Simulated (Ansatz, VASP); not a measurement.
One calculation of TiAl3, two programs

```
Ti Al
1.0
     2.75136    0.00000    0.00000
     0.00000    4.63180    0.00000
     0.00000    0.00000    4.85423
Ti Al
1 3
Direct
  0.00000 0.50000 0.16257
  0.50000 0.50000 0.66371
  0.50000 0.00000 0.33282
  0.00000 0.00000 0.84089
```

Alike in both runs: functional LDA; k mesh 12 × 8 × 8; occupations gaussian, width 0.1 eV; no spin polarisation.

Ansatz relaxed the structure, and its values are those at the end. VASP's run is a single point on that final structure, the one shown.

|  | VASP | Ansatz |
| --- | --- | --- |
| version | VASP 6.6.1 | Ansatz 0.2.0 |
| potentials or method | VASP PAW LDA potentials, release 64 (Ti_sv, Al), cutoff 520 eV | scalar-relativistic, plane waves, PAW |
| valence electrons in the cell | 21 | 21 |

Ansatz gave:

* gap on the k mesh at the Fermi level (eV): none
* pressure (GPa): 0.0

What did VASP give for the same quantities?

gap on the k mesh at the Fermi level (eV): none; pressure (GPa): 0.1.

Ansatz warns that its potentials were made for another functional, while VASP's fit it. LDA's correlation is that of Perdew and Zunger in VASP and of Perdew and Wang (1992) in Ansatz. A gap of «none» marks a metal or a gap that the smearing closes.
